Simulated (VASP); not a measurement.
Set up this calculation in VASP 6.6.1, as the native input.

```
Task                   : single point
Functional             : LDA
Potentials or basis    : VASP PAW LDA potentials, release 64 (B, As)
Cutoff                 : 520 eV
k mesh                 : 15 × 15 × 15
Occupations            : fermi-dirac, width 0.03 eV
Spin                   : no spin polarisation
Dipole correction      : no
Further INCAR settings : ALGO = Normal; EDIFF = 1e-06; NBANDS = 11
```

The structure of BAs lies in POSCAR:

```
BAs
1.0
    0.0000000000      2.3885000000      2.4123850000
    2.3885000000      0.0000000000      2.4123850000
    2.3885000000      2.3885000000      0.0000000000
B As
1 1
Direct
    0.0000000000      0.0000000000      0.0000000000
    0.7500000000      0.7500000000      0.7500000000
```

This cell differs from its parent crystal: zz strain of +1 %.

One way to write it, as run:

INCAR

```
SYSTEM = BAs
PREC = Accurate
ENCUT = 520
EDIFF = 1E-6
ISMEAR = -1
SIGMA = 0.03
LREAL = .FALSE.
LASPH = .TRUE.
NELM = 60
ALGO = Normal
ISIF = 2
LWAVE = .FALSE.
LCHARG = .FALSE.
GGA = CA
NBANDS = 11
```

KPOINTS

```
Automatic mesh
0
G
  15 15 15
  0 0 0
```

Potentials or basis: VASP PAW LDA potentials, release 64 (B, As).

Launch:

```sh
$ cat potpaw_LDA.64/B/POTCAR potpaw_LDA.64/As/POTCAR > POTCAR
$ mpirun -np 1 vasp_std > vasp.out
```

It gave:

The pressure is -4.4 GPa and the band gap on the k mesh is 1.06 eV, indirect (least direct gap 3.18 eV).

Caveat: the cell differs from its parent crystal (zz strain of +1 %).

Run time: 97 s on 1 thread of Intel Xeon 6975P-C, with other jobs on the host, peak memory 0.22 GiB.
